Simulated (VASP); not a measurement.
Wanted: the native input for a VASP 6.6.1 run.

| Item | Value |
| --- | --- |
| Task | single point |
| Functional | PBEsol |
| Potentials or basis | VASP PAW PBE potentials, release 64 (Be, S) |
| Cutoff | 520 eV |
| k mesh | 10 × 10 × 10 |
| Occupations | gaussian, width 0.05 eV |
| Spin | no spin polarisation |
| Dipole correction | no |
| Further INCAR settings | ALGO = Normal; EDIFF = 1e-06; NBANDS = 11 |

The structure of BeS lies in POSCAR:

```
BeS
1.0
    0.0000000000      2.2800652826      2.4310323943
    2.4310323943      0.0000000000      2.4310323943
    2.4310323943      2.2800652826      0.0000000000
Be S
1 1
Direct
    0.0000000000      0.0000000000      0.0000000000
    0.7500000000      0.7500000000      0.7500000000
```

These files were run (other wordings do the same):

INCAR

```
ALGO     = Normal         # electronic algorithm
EDIFF    = 1E-6           # SCF threshold, eV
ENCUT    = 520            # plane-wave cutoff, eV
GGA      = PS             # functional
ISIF     = 2              # what is computed and relaxed
ISMEAR   = 0              # smearing method
LASPH    = True           # aspherical terms in the spheres
LCHARG   = False          # write CHGCAR
LREAL    = False          # projectors in reciprocal space
LWAVE    = False          # write WAVECAR
NBANDS   = 11             # bands
NELM     = 60             # most SCF steps
PREC     = Accurate       # precision mode
SIGMA    = 0.05           # smearing width, eV
```

KPOINTS

```
k-points
0
Gamma
  10 10 10
```

Potentials or basis: VASP PAW PBE potentials, release 64 (Be, S).

Launch:

```console
$ cat potpaw_PBE.64/Be/POTCAR potpaw_PBE.64/S/POTCAR > POTCAR
$ mpirun -np 1 vasp_std > vasp.out
```

It gave:

```
Pressure               : 5.3 GPa
Band gap on the k mesh : 2.25 eV (least direct gap 5.35 eV)
```

Caveat: the cell stands under pressure; the PAW data sets were made with another functional, which shifts forces and pressure a little.

Run time: 15 s on 1 thread of Intel(R) Xeon(R) Platinum 8559C (Emerald Rapids) (shared host), peak memory 0.16 GiB.
